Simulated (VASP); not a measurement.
A run of VASP 6.6.1:

INCAR

```
PREC = Accurate
ENCUT = 500
EDIFF = 1E-6
ISMEAR = 0
SIGMA = 0.01
LREAL = False
LASPH = True
NELM = 120
ALGO = Normal
ISIF = 2
LWAVE = False
LCHARG = False
GGA = CA
NBANDS = 15
GGA_COMPAT = False
```

File KPOINTS:

```
Automatic mesh
0
Gamma
  4 4 4
```

File POSCAR:

```
CaS
1.0
    0.0000000000      2.8479451006      2.8479451006
    2.8479451006      0.0000000000      2.8479451006
    2.8479451006      2.8479451006      0.0000000000
Ca S
1 1
Direct
    0.0000000000      0.0000000000      0.0000000000
    0.5000000000      0.5000000000      0.5000000000
```

Potentials or basis: VASP PAW LDA potentials, release 64 (Ca_sv, S).

Run with:

```console
$ cat potpaw_LDA.64/Ca_sv/POTCAR potpaw_LDA.64/S/POTCAR > POTCAR
$ mpirun -np 1 vasp_std > vasp.out
```

Hardware: 1 thread of Intel(R) Xeon(R) Platinum 8559C (Emerald Rapids) (shared host).

**Question.** How long does it take, and how much memory?

**Answer.** It took 3.5 s on 1 thread of Intel(R) Xeon(R) Platinum 8559C (Emerald Rapids), with other jobs on the host, peak memory 0.14 GiB. Counts: scf iterations 12, k points 8.
